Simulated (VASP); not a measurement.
# Tl2Cl (R-3m) in VASP: single point with PBE

Aim: the single point of Tl2Cl with PBE.

Program: VASP 6.6.1. These are calculated values, not measurements. Logs are shortened: lines on timing, memory, paths and dates and some standing lists are left out, and cuts for length are marked.

**1. The cell of the first run**

It takes space group R-3m (No. 166, trigonal). The conventional cell has a = 3.843 Å, b = 3.843 Å, c = 41.362 Å, α = 90.00°, β = 90.00°, γ = 120.00°. Within 4.0 Å of Tl (site symmetry 3m) lie 3 Cl at 2.78 Å and 9 Tl at 3.84 to 3.97 Å. Within 3.6 Å of Tl (site symmetry 3m) lie 3 Cl at 2.75 Å. Cl (site symmetry 3m) has 6 Tl at 2.75 to 2.78 Å within 3.6 Å.

**2. Single point, PBE**

POSCAR

```
Tl2Cl
1.0
    1.9216280000      3.3283520000      0.0000000000
   -1.9216280000      3.3283520000      0.0000000000
    0.0000000000     -2.2189010000     13.7873310000
Tl Cl
4 2
Direct
    0.2900000000      0.2900000000      0.8700000000
    0.7100000000      0.7100000000      0.1300000000
    0.1230000000      0.1230000000      0.3690000000
    0.8770000000      0.8770000000      0.6310000000
    0.4170000000      0.4170000000      0.2510000000
    0.5830000000      0.5830000000      0.7490000000
```

INCAR.step1

```
SYSTEM = Tl2Cl
PREC     = Accurate       ! precision mode
ENCUT    = 400            ! plane-wave cutoff, eV
EDIFF    = 1E-6           ! SCF threshold, eV
ISMEAR   = 0              ! smearing method
SIGMA    = 0.0245         ! smearing width, eV
LREAL    = .FALSE.        ! projectors in reciprocal space
LASPH    = .TRUE.         ! aspherical terms in the spheres
NELM     = 120            ! most SCF steps
ALGO     = Normal         ! electronic algorithm
ISIF     = 2              ! what is computed and relaxed
LWAVE    = .FALSE.        ! write WAVECAR
LCHARG   = .TRUE.         ! write CHGCAR
GGA      = PE             ! functional
NBANDS   = 42             ! bands
GGA_COMPAT= .FALSE.      
NEDOS    = 2001           ! points of the DOS
LORBIT   = 11             ! projections on sites
```

KPOINTS.step1

```
Automatic mesh
0
G
  8 8 8
  0 0 0
```

INCAR.step2

```
SYSTEM = Tl2Cl
PREC     = Accurate       ! precision mode
ENCUT    = 400            ! plane-wave cutoff, eV
EDIFF    = 1E-6           ! SCF threshold, eV
ISMEAR   = -5             ! smearing method
SIGMA    = 0.0245         ! smearing width, eV
LREAL    = .FALSE.        ! projectors in reciprocal space
LASPH    = .TRUE.         ! aspherical terms in the spheres
NELM     = 120            ! most SCF steps
ALGO     = Normal         ! electronic algorithm
ISIF     = 2              ! what is computed and relaxed
LWAVE    = .FALSE.        ! write WAVECAR
LCHARG   = .FALSE.        ! write CHGCAR
GGA      = PE             ! functional
LORBIT   = 11             ! projections on sites
NEDOS    = 2001           ! points of the DOS
ICHARG   = 11             ! starting density
GGA_COMPAT= .FALSE.
```

KPOINTS.step2

```
Automatic mesh
0
G
  12 12 12
  0 0 0
```

Potentials or basis: VASP PAW PBE potentials, release 64 (Tl_d, Cl).

On the command line:

```console
> cat potpaw_PBE.64/Tl_d/POTCAR potpaw_PBE.64/Cl/POTCAR > POTCAR
> cp INCAR.step1 INCAR
> cp KPOINTS.step1 KPOINTS
> mpirun -np 1 vasp_std > vasp.out
> cp INCAR.step2 INCAR
> cp KPOINTS.step2 KPOINTS
> mpirun -np 1 vasp_std > vasp.out
```

OUTCAR:

```text
SYSTEM = Tl2Cl
   PREC = Accurate
   ENCUT = 400
   EDIFF = 1E-6
   ISMEAR = -5
   LREAL = .FALSE.
   LASPH = .TRUE.
   NELM = 120
   ISIF = 2
   GGA = PE
   LORBIT = 11
   ICHARG = 11

 ion  position               nearest neighbor table
   1  0.290  0.290  0.870-   6 2.78   6 2.78   6 2.78   4 3.97   4 3.97   4 3.97
   2  0.710  0.710  0.130-   5 2.78   5 2.78   5 2.78   3 3.97   3 3.97   3 3.97
   3  0.123  0.123  0.369-   5 2.75   5 2.75   5 2.75   2 3.97   2 3.97   2 3.97
   4  0.877  0.877  0.631-   6 2.75   6 2.75   6 2.75   1 3.97   1 3.97   1 3.97
   5  0.417  0.417  0.251-   3 2.75   3 2.75   3 2.75   2 2.78   2 2.78   2 2.78
   6  0.583  0.583  0.749-   4 2.75   4 2.75   4 2.75   1 2.78   1 2.78   1 2.78

  LATTYP: Found a trigonal (rhomboedric) cell.
 ALAT       =    13.9647424536
 COS(alpha) =     0.9621293490

  Lattice vectors:

 A1 = (   1.9216280000,   1.1094510000,  13.7873310000)
 A2 = (  -1.9216280000,   1.1094510000,  13.7873310000)
 A3 = (   0.0000000000,  -2.2189010000,  13.7873310000)

Analysis of symmetry for initial positions (statically):
=====================================================================
 Subroutine PRICEL returns:
 Original cell was already a primitive cell.

 Routine SETGRP: Setting up the symmetry group for a
 trigonal (rhombohedral) supercell.

 Subroutine GETGRP returns: Found 12 space group operations
 (whereof 12 operations were pure point group operations)
 out of a pool of 12 trial point group operations.

The static configuration has the point symmetry D_3d.

Analysis of symmetry for dynamics (positions and initial velocities):
=====================================================================
 Subroutine PRICEL returns:
 Original cell was already a primitive cell.

 Routine SETGRP: Setting up the symmetry group for a
 trigonal (rhombohedral) supercell.

 Subroutine GETGRP returns: Found 12 space group operations
 (whereof 12 operations were pure point group operations)
 out of a pool of 12 trial point group operations.

The dynamic configuration has the point symmetry D_3d.

 Subroutine INISYM returns: Found 12 space group operations
 (whereof 12 operations are pure point group operations),
 and found     1 'primitive' translations

----------------------------------------------------------------------------------------

                                     Primitive cell

  volume of cell :     176.3635

  direct lattice vectors                    reciprocal lattice vectors
     1.921628000  3.328352000  0.000000000     0.260196042  0.150224495  0.024176781
    -1.921628000  3.328352000  0.000000000    -0.260196042  0.150224495  0.024176781
     0.000000000 -2.218901000 13.787331000     0.000000000  0.000000000  0.072530354

  length of vectors
     3.843251385  3.843251385 13.964741951     0.301419800  0.301419800  0.072530354

  position of ions in fractional coordinates (direct lattice)
     0.290000000  0.290000000  0.870000000
     0.710000000  0.710000000  0.130000000
     0.123000000  0.123000000  0.369000000
     0.877000000  0.877000000  0.631000000
     0.417000000  0.417000000  0.251000000
     0.583000000  0.583000000  0.749000000

  ion indices of the primitive-cell ions
   primitive index   ion index
                 1           1
                 2           2
                 3           3
                 4           4
                 5           5
                 6           6

----------------------------------------------------------------------------------------

 KPOINTS: Automatic mesh

Automatic generation of k-mesh.
 Grid dimensions read from file:
 generate k-points for:   12   12   12

 Generating k-lattice:

  Cartesian coordinates                     Fractional coordinates (reciprocal lattice)
     0.021683004  0.012518708  0.002014732     0.083333333  0.000000000  0.000000000
    -0.021683004  0.012518708  0.002014732     0.000000000  0.083333333  0.000000000
     0.000000000  0.000000000  0.006044196     0.000000000  0.000000000  0.083333333

  Length of vectors
     0.025118317  0.025118317  0.006044196

  Shift w.r.t. Gamma in fractional coordinates (k-lattice)
     0.000000000  0.000000000  0.000000000

 TETIRR: Found    864 inequivalent tetrahedra from    10368

 Subroutine IBZKPT returns following result:
 ===========================================

 Found    189 irreducible k-points:

 Following reciprocal coordinates:
            Coordinates               Weight
  0.000000  0.000000  0.000000      1.000000
  0.083333 -0.000000  0.000000      6.000000
  0.166667 -0.000000  0.000000      6.000000
  0.250000  0.000000  0.000000      6.000000
  0.333333  0.000000  0.000000      6.000000
  0.416667 -0.000000  0.000000      6.000000
[... 16 lines left out ...]
  0.500000  0.166667  0.000000     12.000000
 -0.416667  0.166667 -0.000000     12.000000
 [... further k-points ...]
   k-points           NKPTS =    189   k-points in BZ     NKDIM =    189   number of bands    NBANDS=     39
   number of dos      NEDOS =   2001   number of ions     NIONS =      6
   total plane-waves  NPLWV =  75264
   dimension x,y,z NGX =    28 NGY =   28 NGZ =   96
   dimension x,y,z NGXF=    56 NGYF=   56 NGZF=  192
   ions per type =               4   2
   NGX,Y,Z   is equivalent  to a cutoff of  12.11, 12.11, 11.43 a.u.
   NGXF,Y,Z  is equivalent  to a cutoff of  24.22, 24.22, 22.86 a.u.
 SYSTEM =  Tl2Cl
   PREC   = accura    normal or accurate (medium, high low for compatibility)
   ISTART =      0    job   : 0-new  1-cont  2-samecut
   ICHARG =     11    charge: 1-file 2-atom 10-const
   ISPIN  =      1    spin polarized calculation?
   LNONCOLLINEAR =      F non collinear calculations
   LSORBIT =      F    spin-orbit coupling
   LASPH  =      T    aspherical Exc in radial PAW
   ENCUT  =  400.0 eV  29.40 Ry    5.42 a.u.   6.27  6.27 22.77*2*pi/ulx,y,z
   NELM   =    120;   NELMIN=  2; NELMDL=  0     # of ELM steps
   EDIFF  = 0.1E-05   stopping-criterion for ELM
   LREAL  =      F    real-space projection
   EDIFFG = 0.1E-04   stopping-criterion for IOM
   NSW    =      0    number of steps for IOM
   IBRION =     -1    ionic relax: 0-MD 1-quasi-New 2-CG
   NFREE  =      0    steps in history (QN), initial steepest desc. (CG)
   ISIF   =      2    stress and relaxation
   ISYM   =      2    0-nonsym 1-usesym 2-fastsym
   POTIM  = 0.5000    time-step for ionic-motion
   TEBEG  =    0.0;   TEEND  =   0.0 temperature during run
   PSTRESS=    0.0 pullay stress
   NELECT =      66.0000    total number of electrons
   NUPDOWN=      -1.0000    fix difference up-down
   EMIN   =  10.00;   EMAX   =-10.00  energy-range for DOS
   EFERMI =   0.00;   METHOD = LEGACY
   ISMEAR =    -5;   SIGMA  =   0.02  broadening in eV -4-tet -1-fermi 0-gaus
   EFERMI_NEDOS =   21; number of points for ismear=-14 and -15
   IALGO  =     38    algorithm
   IMIX   =      4    mixing-type and parameters
     AMIX     =   0.40;   BMIX     =  1.00
     AMIX_MAG =   1.60;   BMIX_MAG =  1.00
  volume/ion in A,a.u.               =      29.39       198.36
  Fermi-wavevector in a.u.,A,eV,Ry     =   1.179741  2.229387 18.936426  1.391788
  Thomas-Fermi vector in A             =   2.316046
   LORBIT       =     11    0 simple, 1 ext, 2 COOP (PROOUT), +10 PAW based schemes
   GGA     = PE    functional components
   LHFCALC =     F    Hartree Fock is set to
   AEXX    =    0.0000 exact exchange contribution
   IVDW    =     0    specifies the selected vdW correction
   LEPSILON=     F    determine dielectric tensor
   LRPA    =     F    only Hartree local field effects (RPA)
 non-spin polarized calculation
 Fermi weights with tetrahedron method with Bloechl corrections
  energy-cutoff  :      400.00
  volume of cell :      176.36
 maximum number of plane-waves:      3237
 NGX is ok and might be reduce to    28

 number of electron      66.0000006 magnetization

 Free energy of the ion-electron system (eV)
  ---------------------------------------------------
  ext. energy  EPLUGINS =         0.00000000
  ---------------------------------------------------
  free energy    TOTEN  =       -12.95882715 eV

  energy without entropy =      -12.95882715  energy(sigma->0) =      -12.95882715

 E-fermi :   5.9037     XC(G=0):  -9.1926

 val. band max:        5.9137556484   @ k =  -0.3333   0.3333   0.1667
 cond. band min:       5.8079118768   @ k =   0.0000   0.0000   0.5000
 fundamental gap:     -0.1058437717
 Fermi energy:         5.9037340115

 k-point     1 :       0.0000    0.0000    0.0000
  band No.  band energies     occupation
      1     -12.5554      2.00000
      2     -12.5531      2.00000
      3      -6.4532      2.00000
      4      -6.4532      2.00000
      5      -6.4451      2.00000
      6      -6.4451      2.00000
[... 31 lines left out ...]
     38       9.8989      0.00000
     39       9.8989      0.00000

 k-point     2 :       0.0833   -0.0000    0.0000
  band No.  band energies     occupation
      1     -12.5344      2.00000
      2     -12.5324      2.00000
      3      -6.4521      2.00000
      4      -6.4470      2.00000
      5      -6.4457      2.00000
      6      -6.4354      2.00000
[... 31 lines left out ...]
     38       9.9527      0.00000
     39       9.9857      0.00000

 k-point     3 :       0.1667   -0.0000    0.0000
  band No.  band energies     occupation
      1     -12.4765      2.00000
      2     -12.4750      2.00000
      3      -6.4559      2.00000
      4      -6.4429      2.00000
      5      -6.4308      2.00000
      6      -6.4168      2.00000
[... 832 lines left out ...]
 k-point    23 :       0.5000    0.1667    0.0000
  band No.  band energies     occupation
      1     -12.2306      2.00000
      2     -12.2305      2.00000
      3      -6.5115      2.00000
      4      -6.4903      2.00000
      5      -6.4603      2.00000
      6      -6.4532      2.00000
[... 31 lines left out ...]
     38       8.1966      0.00000
     39       8.5801      0.00000

 k-point    24 :      -0.4167    0.1667   -0.0000
  band No.  band energies     occupation
      1     -12.2110      2.00000
      2     -12.2109      2.00000
      3      -6.5102      2.00000
      4      -6.4886      2.00000
      5      -6.4755      2.00000
      6      -6.4650      2.00000
[... 31 lines left out ...]
     38       8.1433      0.00000
     39       8.4046      0.00000

 [... further k-points ...]
[... 5 lines left out ...]
  --------------------------------------------------------------------------------------
  -------------------------------------------------------------------------------------
  Total       10.3611967     10.3611635     14.7539752      0.0000000      0.0000004      0.0000000
  in kB       94.1264619     94.1261605    134.0327305      0.0000000      0.0000032      0.0000000
  external PRESSURE =     107.4284510 kB  Pullay stress =       0.0000000 kB

 VOLUME and BASIS-vectors are now :
 -----------------------------------------------------------------------------
  energy-cutoff  :      400.00
  volume of cell :      176.36
      direct lattice vectors                 reciprocal lattice vectors
     1.921628000  3.328352000  0.000000000     0.260196042  0.150224495  0.024176781
    -1.921628000  3.328352000  0.000000000    -0.260196042  0.150224495  0.024176781
     0.000000000 -2.218901000 13.787331000     0.000000000  0.000000000  0.072530354

 POSITION                                       TOTAL-FORCE (eV/Angst)
 -----------------------------------------------------------------------------------
      0.00000      0.00000     11.99498         0.000000      0.000000      2.443241
      0.00000      4.43780      1.79235         0.000000     -0.000000     -2.443241
      0.00000      0.00000      5.08753         0.000000      0.000000      2.521230
      0.00000      4.43780      8.69981         0.000000     -0.000000     -2.521230
      0.00000      2.21890      3.46062         0.000000     -0.000000     -0.115927
      0.00000      2.21890     10.32671         0.000000      0.000000      0.115927
 -----------------------------------------------------------------------------------
    total drift:                                0.000000     -0.000000     -0.000000

  FREE ENERGIE OF THE ION-ELECTRON SYSTEM (eV)
  ---------------------------------------------------
  free  energy   TOTEN  =       -12.9588271482 eV

  energy  without entropy=      -12.9588271482  energy(sigma->0) =      -12.95882715

 total charge

# of ion       s       p       d       tot
------------------------------------------
    1        1.259   0.296   9.662  11.218
    2        1.259   0.296   9.662  11.218
    3        1.259   0.301   9.664  11.225
    4        1.259   0.301   9.664  11.225
    5        1.640   3.496   0.000   5.136
    6        1.640   3.496   0.000   5.136
--------------------------------------------------
tot          8.317   8.186  38.654  55.157
```

It took 6.4 min on 1 thread of Intel Xeon 6975P-C (Granite Rapids), shared host; peak memory 0.72 GiB.

What came out:

- Valence electrons inside the program's atomic spheres: Tl 11.22; Cl 5.14

Levels at points of the mesh, in eV from the Fermi level:
```csv
k point,band 30,band 31,band 32,band 33,band 34,band 35,band 36,band 37
"(0.00, 0.00, 0.00)",-5.36,-4.17,-2.82,-1.05,1.15,2.15,3.82,3.82
"(0.50, 0.00, 0.00)",-5.77,-3.12,-3.05,-1.19,-1.07,1.05,1.09,1.46
"(0.50, 0.50, 0.00)",-5.63,-3.37,-2.89,-1.14,-0.75,0.44,0.68,2.26
"(0.00, 0.00, 0.50)",-5.36,-3.55,-3.55,-0.13,-0.10,3.64,3.79,3.90
```

Caveat: spin-orbit coupling is left out, which moves the levels of the heavy elements.
